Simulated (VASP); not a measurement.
The system is Ag.

```
Ag
1.0
    -1.65565    1.65565    1.65565
     1.65565   -1.65565    1.65565
     1.65565    1.65565   -1.65565
Ag
1
Direct
  0.00000 0.00000 0.00000
```

| Item | Value |
| --- | --- |
| Program | VASP 6.6.1 |
| Task | relaxation of cell and atoms |
| Functional | PBEsol |
| Potentials or basis | VASP PAW PBE potentials, release 64 (Ag) |
| Cutoff | 600 eV |
| k mesh | 18 × 18 × 18 |
| Occupations | gaussian, width 0.1 eV |
| Spin | no spin polarisation |

At the start: pressure -7.2 GPa; volume 18.15 Å³/atom.

Q: How do energy, volume and symmetry change on relaxing?

A: Over 3 steps the energy falls by 34.9 meV/atom and the volume is 16.75 Å³/atom (-7.7 %); space group Im-3m (No. 229, to 0.05 Å).

The path:
| step | energy change (eV) | largest force (eV/Å) | pressure (GPa) | volume (Å³) |
| --- | --- | --- | --- | --- |
| 1 | 0.0000 | 0.0000 | -7.15 | 18.15 |
| 2 | -0.0253 | 0.0000 | 5.54 | 16.11 |
| 3 | -0.0349 | 0.0000 | 0.02 | 16.75 |

Final structure:
```
Ag
1.0
    -1.61177    1.61177    1.61177
     1.61177   -1.61177    1.61177
     1.61177    1.61177   -1.61177
Ag
1
Direct
  0.00000 0.00000 0.00000
```

Caveat: the PAW data sets were made with another functional, which shifts forces and pressure a little.
